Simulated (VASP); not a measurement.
Input of a VASP 6.6.1 run:

The input INCAR:

```
SYSTEM = K
PREC = Accurate
ENCUT = 520
EDIFF = 1E-6
ISMEAR = -1
SIGMA = 0.05
LREAL = .False.
LASPH = .True.
NELM = 100
ALGO = Normal
ISIF = 2
LWAVE = .False.
LCHARG = .True.
GGA = PS
LELF = .True.
LVHAR = .True.
NBANDS = 10
```

The input KPOINTS:

```
Automatic mesh
0
Gamma
  7 7 7
  0 0 0
```

Contents of POSCAR:

```
K
1.0
   -2.6975585167      2.6975585167      2.6975585167
    2.6975585167     -2.6975585167      2.6975585167
    2.6975585167      2.6975585167     -2.6975585167
K
1
Direct
    0.0000000000      0.0000000000      0.0000000000
```

Potentials or basis: VASP PAW PBE potentials, release 64 (K_sv).

Command:

```bash
$ cat potpaw_PBE.64/K_sv/POTCAR > POTCAR
$ mpirun -np 1 vasp_std > vasp.out
```

Question: What does it give for the pressure?

Answer: -0.3 GPa.

Caveat: the PAW data sets were made with another functional, which shifts forces and pressure a little.
